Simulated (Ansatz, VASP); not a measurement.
# CdSe: VASP beside Ansatz

```
Cd Se
1.0
     0.00000    2.87396    2.87396
     2.87396    0.00000    2.87396
     2.87396    2.87396    0.00000
Cd Se
1 1
Direct
  0.00000 0.00000 0.00000
  0.50000 0.50000 0.50000
```

Alike in both runs: task relaxation of cell and atoms; functional PBE; k mesh 12 × 12 × 12; occupations gaussian, width 0.1 eV; no spin polarisation.

|  | VASP | Ansatz |
| --- | --- | --- |
| version | VASP 6.6.1 | Ansatz 0.2.0 |
| potentials or method | VASP PAW PBE potentials, release 64 (Cd, Se), cutoff 600 eV | scalar-relativistic, plane waves, PAW |
| valence electrons in the cell | 18 | 36 |

|  | VASP | Ansatz | Ansatz less VASP |
| --- | --- | --- | --- |
| gap on the k mesh at the Fermi level, each at its own relaxed structure (eV) | none | none | - |
| relaxed volume (Å³/atom) | 23.71 | 23.61 | -0.101 |
| relaxed length of the cell vector where the two differ most in proportion (Å) | 4.063 | 4.057 | -0.0058 |

A gap of «none» marks a metal or a gap that the smearing closes. VASP's potentials hold 18 valence electrons a cell and Ansatz's 36, so a difference there can come from the potentials and not from the codes.
